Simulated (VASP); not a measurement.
Set up this calculation in VASP 6.6.1, as the native input.

```
Task                    : single point
Functional              : PBE
Potentials or basis     : VASP PAW PBE potentials, release 64 (Rh_pv)
Cutoff                  : 520 eV
k mesh                  : 18 × 18 × 18
Occupations             : gaussian, width 0.05 eV
Spin                    : non-collinear spin, zero start, spin-orbit coupling
Starting moments        : [[0.0, 0.0, 0.0]] μB
Dipole correction       : no
k mesh for the DOS      : 27 × 27 × 27
Occupations for the DOS : tetrahedron
Further INCAR settings  : ALGO = Normal; EDIFF = 1e-06
```

Crystal: Rh.

```xyz
1
Lattice="0.0000 1.9153 1.9153 1.9153 0.0000 1.9153 1.9153 1.9153 0.0000" Properties=species:S:1:pos:R:3 pbc="T T T"
Rh    0.0000    0.0000    0.0000
```

These files were run (other wordings do the same):

POSCAR

```
Rh
1.0
    0.0000000000      1.9152664475      1.9152664475
    1.9152664475      0.0000000000      1.9152664475
    1.9152664475      1.9152664475      0.0000000000
Rh
1
Direct
    0.0000000000      0.0000000000      0.0000000000
```

INCAR.step1

```
SYSTEM = Rh
PREC = Accurate ; ENCUT = 520
EDIFF = 1E-6 ; ISMEAR = 0
SIGMA = 0.05 ; LREAL = .FALSE.
LASPH = .TRUE. ; NELM = 150
ALGO = Normal ; ISIF = 2
LWAVE = .FALSE. ; LCHARG = .TRUE.
MAGMOM = 0 0 0 ; LSORBIT = .TRUE.
GGA_COMPAT = .FALSE. ; LORBMOM = .TRUE.
LMAXMIX = 4 ; GGA = PE
NBANDS = 26
```

KPOINTS.step1

```
Automatic mesh
0
G
  18 18 18
  0 0 0
```

INCAR.step2

```
SYSTEM = Rh
PREC = Accurate ; ENCUT = 520
EDIFF = 1E-6 ; ISMEAR = -5
SIGMA = 0.05 ; LREAL = .FALSE.
LASPH = .TRUE. ; NELM = 150
ALGO = Normal ; ISIF = 2
LWAVE = .FALSE. ; LCHARG = .FALSE.
MAGMOM = 0 0 0 ; LORBIT = 11
LSORBIT = .TRUE. ; GGA_COMPAT = .FALSE.
LORBMOM = .TRUE. ; LMAXMIX = 4
GGA = PE ; NEDOS = 1001
ICHARG = 11
```

KPOINTS.step2

```
Automatic mesh
0
G
  27 27 27
  0 0 0
```

Potentials or basis: VASP PAW PBE potentials, release 64 (Rh_pv).

The run is started by

```console
$ cat potpaw_PBE.64/Rh_pv/POTCAR > POTCAR
$ cp INCAR.step1 INCAR
$ cp KPOINTS.step1 KPOINTS
$ mpirun -np 1 vasp_ncl > vasp.out
$ cp INCAR.step2 INCAR
$ cp KPOINTS.step2 KPOINTS
$ mpirun -np 1 vasp_ncl > vasp.out
```

Results of the run:

```yaml
Net_moment: 0.00 μB per cell
Valence_electrons_inside_the_program's_atomic_spheres: Rh 13.75
```

Wall time 2 min on 1 thread of Intel(R) Xeon(R) 6975P-C (Granite Rapids) (shared host), peak memory 0.34 GiB.
